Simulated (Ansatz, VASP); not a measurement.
One calculation of Ti, two programs

```
Ti
1.0
     1.46564    0.84619    7.02710
    -1.46564    0.84619    7.02710
     0.00000   -1.69238    7.02710
Ti
3
Direct
  0.00000 0.00000 0.00000
  0.22283 0.22283 0.22283
  0.77717 0.77717 0.77717
```

Alike in both runs: functional PBE; k mesh 18 × 18 × 18; occupations gaussian, width 0.1 eV; no spin polarisation.

Ansatz relaxed the structure, and its values are those at the end. VASP's run is a single point on that final structure, the one shown.

```csv
,VASP,Ansatz
version,VASP 6.6.1,Ansatz 0.2.0
potentials or method,"VASP PAW PBE potentials, release 64 (Ti_sv), cutoff 520 eV","scalar-relativistic, plane waves, PAW"
valence electrons in the cell,36,36
```

Ansatz gave:

- gap on the k mesh at the Fermi level (eV): none
- pressure (GPa): 0.0

Problem. Which values does VASP return?

Solution. gap on the k mesh at the Fermi level (eV): none; pressure (GPa): -0.3.

A gap of «none» marks a metal or a gap that the smearing closes.
